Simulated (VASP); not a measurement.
Al2O3: single point with r2SCAN

The system is Al2O3.

```
Al O
1.0
     4.62895    0.00000    0.00000
     0.00000    9.60880    0.00000
     0.00000    0.00000    2.99543
Al O
4 6
Cartesian
  1.9208 3.1786 1.4977
  2.7081 6.4302 1.4977
  4.2353 1.6258 0.0000
  0.3937 7.9830 0.0000
  3.3914 2.1389 1.4977
  0.0000 0.0000 0.0000
  3.5520 6.9433 0.0000
  1.0769 2.6655 0.0000
  1.2376 7.4699 1.4977
  2.3145 4.8044 1.4977
```

```yaml
Program: VASP 6.6.1
Task: single point
Functional: r2SCAN
Potentials_or_basis: VASP PAW PBE potentials, release 64 (Al, O)
Cutoff: 520 eV
k_mesh: 6 × 4 × 8
Occupations: gaussian, width 0.05 eV
Spin: no spin polarisation
```

* Pressure: -0.1 GPa
* Largest force: 0.060 eV/Å
* Band gap on the k mesh: 4.12 eV, direct

Forces in eV/Å, atoms in the order of the input:
```
Al  -0.008 -0.059  0.000
Al   0.008  0.059  0.000
Al  -0.008  0.059  0.000
Al   0.008 -0.059  0.000
O   -0.005  0.006  0.000
O    0.000  0.000  0.000
O    0.005  0.006  0.000
O   -0.005 -0.006  0.000
O    0.005 -0.006  0.000
O    0.000  0.000  0.000
```

Stress tensor (GPa, compression positive):
```
-0.22  0.00  0.00
 0.00  0.27  0.00
 0.00  0.00 -0.22
```

Levels at points of the mesh, in eV from the valence-band top:
| k point | band 20 | band 21 | band 22 | band 23 | band 24 | band 25 | band 26 | band 27 | band 28 | band 29 |
| --- | --- | --- | --- | --- | --- | --- | --- | --- | --- | --- |
| (0.00, 0.00, 0.00) | -1.82 | -1.34 | -0.58 | -0.06 | 0.00 | 4.12 | 6.00 | 6.91 | 7.20 | 7.78 |
| (0.50, 0.00, 0.00) | -2.58 | -1.08 | -1.08 | -0.02 | -0.02 | 6.64 | 6.64 | 7.47 | 7.47 | 8.23 |
| (0.00, 0.50, 0.00) | -2.02 | -0.91 | -0.91 | -0.03 | -0.03 | 4.83 | 4.83 | 7.45 | 7.45 | 8.13 |
| (0.50, 0.50, 0.00) | -2.89 | -1.00 | -1.00 | -0.02 | -0.02 | 6.70 | 6.70 | 7.09 | 7.09 | 9.17 |
| (0.00, 0.00, 0.50) | -2.57 | -1.54 | -1.54 | -0.75 | -0.75 | 7.75 | 7.75 | 8.22 | 8.22 | 8.95 |
| (0.50, 0.00, 0.50) | -2.30 | -1.65 | -1.65 | -0.78 | -0.78 | 7.74 | 7.74 | 9.10 | 9.10 | 9.32 |
| (0.00, 0.50, 0.50) | -2.56 | -1.66 | -1.66 | -0.66 | -0.66 | 7.57 | 7.57 | 8.62 | 8.62 | 8.72 |
| (0.50, 0.50, 0.50) | -2.20 | -1.63 | -1.63 | -0.85 | -0.85 | 7.89 | 7.89 | 9.01 | 9.01 | 9.07 |

Wall time 9.7 min on 1 thread of AMD EPYC 9R45 96-Core Processor (Zen 5), on a shared host, peak memory 0.34 GiB.

Caveat: the PAW data sets were made with another functional, which shifts forces and pressure a little. A k mesh can miss the band edges.
